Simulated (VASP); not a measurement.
# AlN (P-1) in VASP: single point with PBE

Aim: the single point of AlN with PBE.

All numbers are computed with VASP 6.6.1; they aren't measurements. Logs are shortened: lines on timing, memory, paths and dates and some standing lists are left out, and cuts for length are marked.

### 1 The cell of the first run

The typed cell holds 2 atoms: a = 2.829 Å, b = 2.727 Å, c = 2.881 Å, α = 62.92°, β = 64.06°, γ = 62.38°.

### 2 Single point, PBE (engineering shear strain xz -0.1050, engineering shear strain yz -0.0350)

Contents of INCAR:

```
PREC = Accurate
ENCUT = 520
EDIFF = 1E-6
ISMEAR = 0
SIGMA = 0.05
LREAL = False
LASPH = True
NELM = 80
ALGO = Normal
ISIF = 2
LWAVE = False
LCHARG = False
GGA = PE
NBANDS = 11
```

Contents of KPOINTS:

```
Automatic mesh
0
Gamma
  10 10 10
```

Contents of POSCAR:

```
AlN
1.0
   -0.1068328055      1.9992996450      1.9992996450
    1.9280777747     -0.0356109352      1.9280777747
    2.0349105802      2.0349105802     -0.1424437406
Al N
1 1
Direct
    0.5000000000      0.5000000000      0.5000000000
    0.0000000000      0.0000000000      0.0000000000
```

Potentials or basis: VASP PAW PBE potentials, release 64 (Al, N).

On the command line:

```sh
$ cat potpaw_PBE.64/Al/POTCAR potpaw_PBE.64/N/POTCAR > POTCAR
$ mpirun -np 1 vasp_std > vasp.out
```

OUTCAR:

```text
PREC = Accurate
   ENCUT = 520
   EDIFF = 1E-6
   ISMEAR = 0
   LREAL = False
   LASPH = True
   NELM = 80
   ISIF = 2
   GGA = PE

 ion  position               nearest neighbor table
   1  0.500  0.500  0.500-   2 2.04   2 2.04   2 2.04   2 2.04   2 2.04   2 2.04
   2  0.000  0.000  0.000-   1 2.04   1 2.04   1 2.04   1 2.04   1 2.04   1 2.04

  LATTYP: Found a triclinic cell.
 ALAT       =     4.7536617448
 B/A-ratio  =     0.5736517267
 C/A-ratio  =     0.6372123301
 COS(alpha) =     0.0001535245
 COS(beta)  =     0.3084089632
 COS(gamma) =     0.8496396770

  Lattice vectors:

 A1 = (  -1.8212449692,  -1.9636887098,  -3.9273774197)
 A2 = (  -1.9280777747,   0.0356109352,  -1.9280777747)
 A3 = (   2.1417433857,   0.0356109352,  -2.1417433856)

Analysis of symmetry for initial positions (statically):
=====================================================================
 Subroutine PRICEL returns:
 Original cell was already a primitive cell.

 Routine SETGRP: Setting up the symmetry group for a
 triclinic supercell.

 Subroutine GETGRP returns: Found  2 space group operations
 (whereof  2 operations were pure point group operations)
 out of a pool of  2 trial point group operations.

The static configuration has the point symmetry S_2 .

Analysis of symmetry for dynamics (positions and initial velocities):
=====================================================================
 Subroutine PRICEL returns:
 Original cell was already a primitive cell.

 Routine SETGRP: Setting up the symmetry group for a
 triclinic supercell.

 Subroutine GETGRP returns: Found  2 space group operations
 (whereof  2 operations were pure point group operations)
 out of a pool of  2 trial point group operations.

The dynamic configuration has the point symmetry S_2 .

 Subroutine INISYM returns: Found  2 space group operations
 (whereof  2 operations are pure point group operations),
 and found     1 'primitive' translations

----------------------------------------------------------------------------------------

                                     Primitive cell

  volume of cell :      16.8010

  direct lattice vectors                    reciprocal lattice vectors
    -0.106832806  1.999299645  1.999299645    -0.233224467  0.249873234  0.237839540
     1.928077775 -0.035610935  1.928077775     0.259103380 -0.241246930  0.255092149
     2.034910580  2.034910580 -0.142443741     0.233677348  0.241699811 -0.229213235

  length of vectors
     2.829454256  2.726946268  2.881321287     0.416410773  0.436356101  0.406893854

  position of ions in fractional coordinates (direct lattice)
     0.500000000  0.500000000  0.500000000
     0.000000000  0.000000000  0.000000000

  ion indices of the primitive-cell ions
   primitive index   ion index
                 1           1
                 2           2

----------------------------------------------------------------------------------------

 KPOINTS: Automatic mesh

Automatic generation of k-mesh.
 Grid dimensions read from file:
 generate k-points for:   10   10   10

 Generating k-lattice:

  Cartesian coordinates                     Fractional coordinates (reciprocal lattice)
    -0.023322447  0.024987323  0.023783954     0.100000000  0.000000000 -0.000000000
     0.025910338 -0.024124693  0.025509215     0.000000000  0.100000000  0.000000000
     0.023367735  0.024169981 -0.022921324     0.000000000 -0.000000000  0.100000000

  Length of vectors
     0.041641077  0.043635610  0.040689385

  Shift w.r.t. Gamma in fractional coordinates (k-lattice)
     0.000000000  0.000000000  0.000000000

 Subroutine IBZKPT returns following result:
 ===========================================

 Found    504 irreducible k-points:

 Following reciprocal coordinates:
            Coordinates               Weight
  0.000000  0.000000  0.000000      1.000000
  0.100000  0.000000 -0.000000      2.000000
  0.200000  0.000000 -0.000000      2.000000
  0.300000  0.000000  0.000000      2.000000
  0.400000  0.000000  0.000000      2.000000
  0.500000  0.000000 -0.000000      1.000000
[... 16 lines left out ...]
 -0.400000  0.200000  0.000000      2.000000
 -0.300000  0.200000 -0.000000      2.000000
 [... further k-points ...]
   k-points           NKPTS =    504   k-points in BZ     NKDIM =    504   number of bands    NBANDS=     11
   number of dos      NEDOS =    301   number of ions     NIONS =      2
   total plane-waves  NPLWV =  11520
   dimension x,y,z NGX =    24 NGY =   20 NGZ =   24
   dimension x,y,z NGXF=    48 NGYF=   40 NGZF=   48
   ions per type =               1   1
   NGX,Y,Z   is equivalent  to a cutoff of  14.10, 12.19, 13.85 a.u.
   NGXF,Y,Z  is equivalent  to a cutoff of  28.20, 24.39, 27.69 a.u.
 SYSTEM =  unknown system
   PREC   = accura    normal or accurate (medium, high low for compatibility)
   ISTART =      0    job   : 0-new  1-cont  2-samecut
   ICHARG =      2    charge: 1-file 2-atom 10-const
   ISPIN  =      1    spin polarized calculation?
   LNONCOLLINEAR =      F non collinear calculations
   LSORBIT =      F    spin-orbit coupling
   LASPH  =      T    aspherical Exc in radial PAW
   ENCUT  =  520.0 eV  38.22 Ry    6.18 a.u.   5.26  5.07  5.36*2*pi/ulx,y,z
   NELM   =     80;   NELMIN=  2; NELMDL= -5     # of ELM steps
   EDIFF  = 0.1E-05   stopping-criterion for ELM
   LREAL  =      F    real-space projection
   EDIFFG = 0.1E-04   stopping-criterion for IOM
   NSW    =      0    number of steps for IOM
   IBRION =     -1    ionic relax: 0-MD 1-quasi-New 2-CG
   NFREE  =      0    steps in history (QN), initial steepest desc. (CG)
   ISIF   =      2    stress and relaxation
   ISYM   =      2    0-nonsym 1-usesym 2-fastsym
   POTIM  = 0.5000    time-step for ionic-motion
   TEBEG  =    0.0;   TEEND  =   0.0 temperature during run
   PSTRESS=    0.0 pullay stress
   NELECT =       8.0000    total number of electrons
   NUPDOWN=      -1.0000    fix difference up-down
   EMIN   =  10.00;   EMAX   =-10.00  energy-range for DOS
   EFERMI =   0.00;   METHOD = LEGACY
   ISMEAR =     0;   SIGMA  =   0.05  broadening in eV -4-tet -1-fermi 0-gaus
   EFERMI_NEDOS =   21; number of points for ismear=-14 and -15
   IALGO  =     38    algorithm
   IMIX   =      4    mixing-type and parameters
     AMIX     =   0.40;   BMIX     =  1.00
     AMIX_MAG =   1.60;   BMIX_MAG =  1.00
  volume/ion in A,a.u.               =       8.40        56.69
  Fermi-wavevector in a.u.,A,eV,Ry     =   1.278381  2.415789 22.235417  1.634257
  Thomas-Fermi vector in A             =   2.410927
   LORBIT       =      0    0 simple, 1 ext, 2 COOP (PROOUT), +10 PAW based schemes
   GGA     = PE    functional components
   LHFCALC =     F    Hartree Fock is set to
   AEXX    =    0.0000 exact exchange contribution
   IVDW    =     0    specifies the selected vdW correction
   LEPSILON=     F    determine dielectric tensor
   LRPA    =     F    only Hartree local field effects (RPA)
 non-spin polarized calculation
 Gauss-broadening in eV      SIGMA  =   0.05
  energy-cutoff  :      520.00
  volume of cell :       16.80
 maximum number of plane-waves:       469
 NGX is ok and might be reduce to    24
   NGX = 11   NGY = 11   NGZ = 11

 number of electron       8.0000001 magnetization

 Free energy of the ion-electron system (eV)
  ---------------------------------------------------
  ext. energy  EPLUGINS =         0.00000000
  ---------------------------------------------------
  free energy    TOTEN  =       -14.34772369 eV

  energy without entropy =      -14.34772369  energy(sigma->0) =      -14.34772369

 E-fermi :  10.7574     XC(G=0): -12.2141

 val. band max:       10.5665903177   @ k =   0.0000   0.0000   0.0000
 cond. band min:      12.9046897638   @ k =   0.5000  -0.0000   0.5000
 fundamental gap:      2.3380994461
 Fermi energy:        10.7574267222

 k-point     1 :       0.0000    0.0000    0.0000
  band No.  band energies     occupation
      1      -7.6275      2.00000
      2       9.0390      2.00000
      3       9.7486      2.00000
      4      10.5666      2.00000
      5      14.7732      0.00000
      6      20.3868      0.00000
      7      22.1251      0.00000
      8      23.7584      0.00000
      9      26.2895      0.00000
     10      27.5075      0.00000
     11      27.6832      0.00000

 k-point     2 :       0.1000    0.0000   -0.0000
  band No.  band energies     occupation
      1      -7.4348      2.00000
      2       8.3388      2.00000
      3       9.3135      2.00000
      4      10.4378      2.00000
      5      15.4461      0.00000
      6      20.2453      0.00000
      7      21.9583      0.00000
      8      23.8687      0.00000
      9      25.5191      0.00000
     10      26.5309      0.00000
     11      28.1670      0.00000

 k-point     3 :       0.2000    0.0000   -0.0000
  band No.  band energies     occupation
      1      -6.8749      2.00000
      2       6.2744      2.00000
      3       9.0198      2.00000
      4      10.1419      2.00000
      5      16.3222      0.00000
      6      19.9426      0.00000
      7      22.3844      0.00000
      8      23.5646      0.00000
      9      24.4179      0.00000
     10      26.6106      0.00000
     11      27.5320      0.00000
[... 267 lines left out ...]
 k-point    23 :      -0.4000    0.2000    0.0000
  band No.  band energies     occupation
      1      -4.1534      2.00000
      2       2.2062      2.00000
      3       6.5028      2.00000
      4       8.3876      2.00000
      5      17.1822      0.00000
      6      19.6303      0.00000
      7      21.1263      0.00000
      8      23.0064      0.00000
      9      26.9458      0.00000
     10      29.6948      0.00000
     11      31.1798      0.00000

 k-point    24 :      -0.3000    0.2000   -0.0000
  band No.  band energies     occupation
      1      -4.7744      2.00000
      2       3.2492      2.00000
      3       6.5017      2.00000
      4       8.7423      2.00000
      5      17.7762      0.00000
      6      19.7819      0.00000
      7      20.0427      0.00000
      8      22.7569      0.00000
      9      26.4815      0.00000
     10      29.3810      0.00000
     11      30.8883      0.00000

 [... further k-points ...]

------------------------ aborting loop because EDIFF is reached ----------------------------------------

  FORCE on cell =-STRESS in cart. coord.  units (eV):
  Direction    XX          YY          ZZ          XY          YZ          ZX
  --------------------------------------------------------------------------------------
  -------------------------------------------------------------------------------------
  Total        0.2753108     -0.1620426      0.3297441     -0.1655272      1.1072726      3.4010415
  in kB       26.2542668    -15.4527559     31.4451531    -15.7850525    105.5920446    324.3310971
  external PRESSURE =      14.0822213 kB  Pullay stress =       0.0000000 kB

 VOLUME and BASIS-vectors are now :
 -----------------------------------------------------------------------------
  energy-cutoff  :      520.00
  volume of cell :       16.80
      direct lattice vectors                 reciprocal lattice vectors
    -0.106832806  1.999299645  1.999299645    -0.233224467  0.249873234  0.237839540
     1.928077775 -0.035610935  1.928077775     0.259103380 -0.241246930  0.255092149
     2.034910580  2.034910580 -0.142443741     0.233677348  0.241699811 -0.229213235

 POSITION                                       TOTAL-FORCE (eV/Angst)
 -----------------------------------------------------------------------------------
      1.92808      1.99930      1.89247         0.000000     -0.000000     -0.000000
      0.00000      0.00000      0.00000         0.000000      0.000000      0.000000
 -----------------------------------------------------------------------------------
    total drift:                                0.000000     -0.000000     -0.000000

  FREE ENERGIE OF THE ION-ELECTRON SYSTEM (eV)
  ---------------------------------------------------
  free  energy   TOTEN  =       -14.3477236902 eV

  energy  without entropy=      -14.3477236902  energy(sigma->0) =      -14.34772369
```

Run time: 29 s. Hardware: 1 thread of Intel Xeon Platinum 8559C (Emerald Rapids), shared host; peak memory 0.2 GiB.

What came out:

```yaml
Free_energy: -14.3477 eV
Pressure: 1.4 GPa
Band_gap_on_the_k_mesh: 2.34 eV, indirect (least direct gap 4.21 eV)
```

Stress tensor (GPa, compression positive):
```
 2.63 -1.58 32.43
-1.58 -1.55 10.56
32.43 10.56  3.14
```

Caveat: the cell differs from its parent crystal (engineering shear strain xz -0.1050, engineering shear strain yz -0.0350). A k mesh can miss the band edges.
